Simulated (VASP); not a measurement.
# Si4O7 (a cell with a defect) in VASP: notebook

Si4O7 (a cell with a defect) is run at these levels: PBE; tasks: single point.

All numbers are computed with VASP 6.6.1; they aren't measurements. Logs are shortened: lines on timing, memory, paths and dates and some standing lists are left out, and cuts for length are marked.

### 1 The cell of the first run

The cell holds a defect, 11 atoms: a = 5.080 Å, b = 5.080 Å, c = 7.091 Å, α = 90.00°, β = 90.00°, γ = 90.00°.

### 2 Single point, PBE

Contents of INCAR:

```
SYSTEM = Si4O7
PREC     = Accurate       ! precision mode
ENCUT    = 520            ! plane-wave cutoff, eV
EDIFF    = 1E-6           ! SCF threshold, eV
ISMEAR   = 0              ! smearing method
SIGMA    = 0.05           ! smearing width, eV
LREAL    = .FALSE.        ! projectors in reciprocal space
LASPH    = .TRUE.         ! aspherical terms in the spheres
NELM     = 100            ! most SCF steps
ALGO     = Normal         ! electronic algorithm
ISIF     = 2              ! what is computed and relaxed
LWAVE    = .FALSE.        ! write WAVECAR
LCHARG   = .FALSE.        ! write CHGCAR
GGA      = PE             ! functional
NBANDS   = 40             ! bands
```

Contents of KPOINTS:

```
Automatic mesh
0
G
  4 4 4
  0 0 0
```

Contents of POSCAR:

```
Si4O7
1.0
    5.0799801732      0.0000000000      0.0000000000
    0.0000000000      5.0799801732      0.0000000000
    0.0000000000      0.0000000000      7.0914769300
Si O
4 7
Direct
    0.2944292339      0.2944292339      0.0000000000
    0.2055707661      0.7944292339      0.2500000000
    0.7055707661      0.7055707661      0.5000000000
    0.7944292339      0.2055707661      0.7500000000
    0.4053663613      0.7409644515      0.4248320116
    0.7590355485      0.9053663613      0.6748320116
    0.5946336387      0.2590355485      0.9248320116
    0.7409644515      0.4053663613      0.5751679884
    1.1747288058      1.0864668433      0.2045032189
    0.2590355485      0.5946336387      0.0751679884
    0.0946336387      0.2409644515      0.8251679884
```

Potentials or basis: VASP PAW PBE potentials, release 64 (Si, O).

Command:

```console
> cat potpaw_PBE.64/Si/POTCAR potpaw_PBE.64/O/POTCAR > POTCAR
> mpirun -np 1 vasp_std > vasp.out
```

OUTCAR:

```text
SYSTEM = Si4O7
   PREC = Accurate
   ENCUT = 520
   EDIFF = 1E-6
   ISMEAR = 0
   LREAL = .FALSE.
   LASPH = .TRUE.
   NELM = 100
   ISIF = 2
   GGA = PE

 ion  position               nearest neighbor table
   1  0.294  0.294  0.000-  11 1.63  10 1.63   7 1.63   9 1.89   2 3.13   4 3.13   2 3.13   4 3.13

   2  0.206  0.794  0.250-   9 1.53   5 1.63  10 1.63   3 3.13   1 3.13   1 3.13   3 3.13
   3  0.706  0.706  0.500-   6 1.63   5 1.63   8 1.63   4 3.13   2 3.13   4 3.13   2 3.13
   4  0.794  0.206  0.750-   7 1.63   8 1.63   6 1.63  11 1.63   1 3.13   3 3.13   3 3.13   1 3.13

   5  0.405  0.741  0.425-   2 1.63   3 1.63
   6  0.759  0.905  0.675-   3 1.63   4 1.63
   7  0.595  0.259  0.925-   4 1.63   1 1.63
   8  0.741  0.405  0.575-   4 1.63   3 1.63
   9  0.175  0.086  0.205-   2 1.53   1 1.89
  10  0.259  0.595  0.075-   2 1.63   1 1.63
  11  0.095  0.241  0.825-   1 1.63   4 1.63

  LATTYP: Found a simple tetragonal cell.
 ALAT       =     5.0799801732
 C/A-ratio  =     1.3959654739

  Lattice vectors:

 A1 = (   5.0799801732,   0.0000000000,   0.0000000000)
 A2 = (   0.0000000000,   5.0799801732,   0.0000000000)
 A3 = (   0.0000000000,   0.0000000000,   7.0914769300)

Analysis of symmetry for initial positions (statically):
=====================================================================
 Subroutine PRICEL returns:
 Original cell was already a primitive cell.

 Routine SETGRP: Setting up the symmetry group for a
 simple tetragonal supercell.

 Subroutine GETGRP returns: Found  1 space group operations
 (whereof  1 operations were pure point group operations)
 out of a pool of 16 trial point group operations.

The static configuration has the point symmetry C_1 .

Analysis of symmetry for dynamics (positions and initial velocities):
=====================================================================
 Subroutine PRICEL returns:
 Original cell was already a primitive cell.

 Routine SETGRP: Setting up the symmetry group for a
 simple tetragonal supercell.

 Subroutine GETGRP returns: Found  1 space group operations
 (whereof  1 operations were pure point group operations)
 out of a pool of 16 trial point group operations.

The dynamic configuration has the point symmetry C_1 .

 Subroutine INISYM returns: Found  1 space group operations
[... 121 lines left out ...]
   ISIF   =      2    stress and relaxation
   ISYM   =      2    0-nonsym 1-usesym 2-fastsym
   POTIM  = 0.5000    time-step for ionic-motion
   TEBEG  =    0.0;   TEEND  =   0.0 temperature during run
   PSTRESS=    0.0 pullay stress
   NELECT =      58.0000    total number of electrons
   NUPDOWN=      -1.0000    fix difference up-down
   EMIN   =  10.00;   EMAX   =-10.00  energy-range for DOS
   EFERMI =   0.00;   METHOD = LEGACY
   ISMEAR =     0;   SIGMA  =   0.05  broadening in eV -4-tet -1-fermi 0-gaus
   EFERMI_NEDOS =   21; number of points for ismear=-14 and -15
   IALGO  =     38    algorithm
   IMIX   =      4    mixing-type and parameters
     AMIX     =   0.40;   BMIX     =  1.00
     AMIX_MAG =   1.60;   BMIX_MAG =  1.00
  volume/ion in A,a.u.               =      16.64       112.27
  Fermi-wavevector in a.u.,A,eV,Ry     =   1.116171  2.109257 16.950639  1.245837
  Thomas-Fermi vector in A             =   2.252782
   LORBIT       =      0    0 simple, 1 ext, 2 COOP (PROOUT), +10 PAW based schemes
   GGA     = PE    functional components
   LHFCALC =     F    Hartree Fock is set to
   AEXX    =    0.0000 exact exchange contribution
   IVDW    =     0    specifies the selected vdW correction
   LEPSILON=     F    determine dielectric tensor
   LRPA    =     F    only Hartree local field effects (RPA)
 non-spin polarized calculation
 Gauss-broadening in eV      SIGMA  =   0.05
  energy-cutoff  :      520.00
  volume of cell :      183.00
 maximum number of plane-waves:      4954
 NGX is ok and might be reduce to    40
   NGX = 19   NGY = 19   NGZ = 27

 number of electron      57.9999992 magnetization

 Free energy of the ion-electron system (eV)
  ---------------------------------------------------
  ext. energy  EPLUGINS =         0.00000000
  ---------------------------------------------------
  free energy    TOTEN  =       -82.74147260 eV

  energy without entropy =      -82.74147260  energy(sigma->0) =      -82.74147260

 E-fermi :   2.4437     XC(G=0):  -7.9400

 val. band max:        2.1569335727   @ k =   0.5000   0.5000   0.5000
 cond. band min:       4.5201809496   @ k =   0.5000   0.0000   0.0000
 fundamental gap:      2.3632473770
 Fermi energy:         2.4436957399

 k-point     1 :       0.0000    0.0000    0.0000
  band No.  band energies     occupation
      1     -19.8713      2.00000
      2     -19.0330      2.00000
      3     -18.7740      2.00000
      4     -18.2571      2.00000
      5     -18.0480      2.00000
      6     -17.7958      2.00000
[... 1021 lines left out ...]
     39       9.5342      0.00000
     40       9.7433      0.00000

 [... further k-points ...]

------------------------ aborting loop because EDIFF is reached ----------------------------------------

  FORCE on cell =-STRESS in cart. coord.  units (eV):
  Direction    XX          YY          ZZ          XY          YZ          ZX
  --------------------------------------------------------------------------------------
  -------------------------------------------------------------------------------------
  Total       -4.0712156      5.3971130     -3.9219977     -2.6457620      1.6143275      5.6061437
  in kB      -35.6429762     47.2510396    -34.3365924    -23.1633107     14.1332323     49.0810767
  external PRESSURE =      -7.5761763 kB  Pullay stress =       0.0000000 kB

 VOLUME and BASIS-vectors are now :
 -----------------------------------------------------------------------------
  energy-cutoff  :      520.00
  volume of cell :      183.00
      direct lattice vectors                 reciprocal lattice vectors
     5.079980173  0.000000000  0.000000000     0.196851162  0.000000000  0.000000000
     0.000000000  5.079980173  0.000000000     0.000000000  0.196851162  0.000000000
     0.000000000  0.000000000  7.091476930     0.000000000  0.000000000  0.141014349

 POSITION                                       TOTAL-FORCE (eV/Angst)
 -----------------------------------------------------------------------------------
      1.49569      1.49569      0.00000        -1.256178     -0.940051      1.571203
      1.04430      4.03568      1.77287        -2.563680     -3.943161      3.136922
      3.58429      3.58429      3.54574         2.537493      0.296446     -2.056119
      4.03568      1.04430      5.31861         0.056911     -0.305455     -0.841941
      2.05925      3.76408      3.01269         0.122829     -0.051814     -0.074795
      3.85589      4.59924      4.78556        -0.110635      0.424871      0.787943
      3.02073      1.31590      6.55842        -0.714436     -0.191274      0.908698
      3.76408      2.05925      4.07879        -0.166478     -0.602063      0.638451
      0.88762      0.43925      1.45023         1.455694      5.614626     -4.177938
      1.31590      3.02073      0.53305         0.277839     -0.244479     -0.368685
      0.48074      1.22409      5.85166         0.360639     -0.057646      0.476260
 -----------------------------------------------------------------------------------
    total drift:                                0.000425      0.000411      0.000072

  FREE ENERGIE OF THE ION-ELECTRON SYSTEM (eV)
  ---------------------------------------------------
  free  energy   TOTEN  =       -82.7414725982 eV

  energy  without entropy=      -82.7414725982  energy(sigma->0) =      -82.74147260
```

stdout:

```text
POSCAR found type information on POSCAR SiO
 POSCAR found :  2 types and      11 ions
 scaLAPACK will be used
 LDA part: xc-table for (Slater+PW92), standard interpolation
 POSCAR, INCAR and KPOINTS ok, starting setup
 FFT: planning ... GRIDC
 FFT: planning ... GRID_SOFT
 FFT: planning ... GRID
 WAVECAR not read
 entering main loop
```

Run time: 7.5 min. Hardware: 1 thread of Intel Xeon 8259CL, shared host; peak memory 0.38 GiB.

What came out:

```
Free energy            : -82.7415 eV
Pressure               : -0.8 GPa
Largest force          : 7.148 eV/Å
Band gap on the k mesh : 2.36 eV
```

Forces on the atoms (eV/Å):
```
Si  -1.256 -0.940  1.571
Si  -2.564 -3.943  3.137
Si   2.537  0.296 -2.056
Si   0.057 -0.305 -0.842
O    0.123 -0.052 -0.075
O   -0.111  0.425  0.788
O   -0.714 -0.191  0.909
O   -0.166 -0.602  0.638
O    1.456  5.615 -4.178
O    0.278 -0.244 -0.369
O    0.361 -0.058  0.476
```

Stress tensor (GPa, compression positive):
```
-3.56 -2.32  4.91
-2.32  4.73  1.41
 4.91  1.41 -3.43
```

Levels at points of the mesh, in eV from the valence-band top:
```csv
k point,band 26,band 27,band 28,band 29,band 30,band 31,band 32,band 33
"(0.00, 0.00, 0.00)",-3.57,-3.36,-2.91,-1.20,3.01,3.95,4.99,5.28
"(0.50, 0.00, 0.00)",-3.56,-3.40,-3.12,-0.05,2.36,4.19,4.98,5.44
"(0.00, 0.50, 0.00)",-3.71,-3.52,-3.36,-0.91,3.28,3.91,4.85,5.58
"(0.50, 0.50, 0.00)",-3.85,-3.45,-3.18,-0.07,2.86,4.25,4.72,5.12
"(0.00, 0.00, 0.50)",-3.49,-3.40,-3.15,-0.94,2.53,4.39,4.93,5.01
"(0.50, 0.00, 0.50)",-3.68,-3.44,-2.90,-0.16,2.57,4.08,4.82,5.57
"(0.00, 0.50, 0.50)",-3.80,-3.39,-3.15,-1.03,3.65,3.95,4.91,4.97
"(0.50, 0.50, 0.50)",-3.70,-3.59,-3.27,0.00,2.84,4.19,5.06,5.31
```

Caveat: the cell differs from its parent crystal (atoms taken out, atom 9 moved 0.875 of the way to it and +0.225 Å across, host rigid).

[end of part 1 of 3]
